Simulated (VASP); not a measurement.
# SiC: single point with r2SCAN

The system is SiC.

```xyz
4
Lattice="3.0752 0.0000 0.0000 -1.5376 2.6632 0.0000 0.0000 0.0000 5.0482" Properties=species:S:1:pos:R:3 pbc="T T T"
Si    0.0000    1.7755    0.0232
Si    1.5376    0.8877    2.5473
C     0.3182    2.0937    1.9203
C     1.5376    0.8877    4.4444
```

This cell differs from its parent crystal: atom 3 (C) moved +0.450 Å along Cartesian [1 1 0].

```yaml
Program: VASP 6.6.1
Task: single point
Functional: r2SCAN
Potentials_or_basis: VASP PAW PBE potentials, release 64 (Si, C)
Cutoff: 520 eV
k_mesh: 12 × 12 × 6
Occupations: gaussian, width 0.05 eV
Spin: no spin polarisation
Dipole_correction: no
Further_INCAR_settings: ALGO = Normal; EDIFF = 1e-07; NBANDS = 16
```

The pressure is 9.6 GPa, the largest force is 7.986 eV/Å and the band gap on the k mesh is 1.30 eV (least direct gap 3.87 eV).

Forces on the atoms (eV/Å):
```
Si   0.761  0.797  0.385
Si   0.480  6.369  2.732
C   -1.235 -7.271 -3.064
C   -0.005  0.105 -0.054
```

Stress tensor (GPa, compression positive):
```
 0.11 -9.34 -3.61
-9.34 25.80  9.20
-3.61  9.20  2.92
```

Levels at points of the mesh, in eV from the valence-band top:
```csv
k point,band 4,band 5,band 6,band 7,band 8,band 9,band 10,band 11,band 12,band 13
"(0.00, 0.00, 0.00)",-3.60,-1.86,-1.41,-1.11,0.00,4.10,5.19,6.25,6.69,6.83
"(0.50, 0.00, 0.00)",-7.14,-6.45,-5.04,-3.14,-2.71,1.71,2.22,5.81,6.71,9.49
"(0.00, 0.50, 0.00)",-8.27,-6.08,-5.08,-4.06,-1.94,2.31,4.43,6.16,6.58,8.91
"(0.50, 0.50, 0.00)",-7.79,-6.46,-4.64,-3.93,-2.11,2.18,3.82,5.65,6.34,9.41
"(0.00, 0.00, 0.50)",-5.51,-3.26,-1.80,-1.75,-0.12,4.57,5.53,6.03,6.47,6.87
"(0.50, 0.00, 0.50)",-8.38,-4.68,-3.85,-3.69,-3.40,2.74,3.17,4.37,4.94,9.77
"(0.00, 0.50, 0.50)",-9.57,-3.80,-3.45,-3.17,-2.31,2.15,2.43,4.21,4.93,9.67
"(0.50, 0.50, 0.50)",-9.59,-4.06,-3.64,-3.17,-2.10,1.77,2.61,4.29,4.74,9.31
```

It took 15 min on 1 thread of Intel Xeon 8259CL (shared host), peak memory 0.35 GiB.

Caveat: the cell differs from its parent crystal (atom 3 (C) moved +0.450 Å along Cartesian [1 1 0]); the cell stands under pressure; the PAW data sets were made with another functional, which shifts forces and pressure a little. A k mesh can miss the band edges.
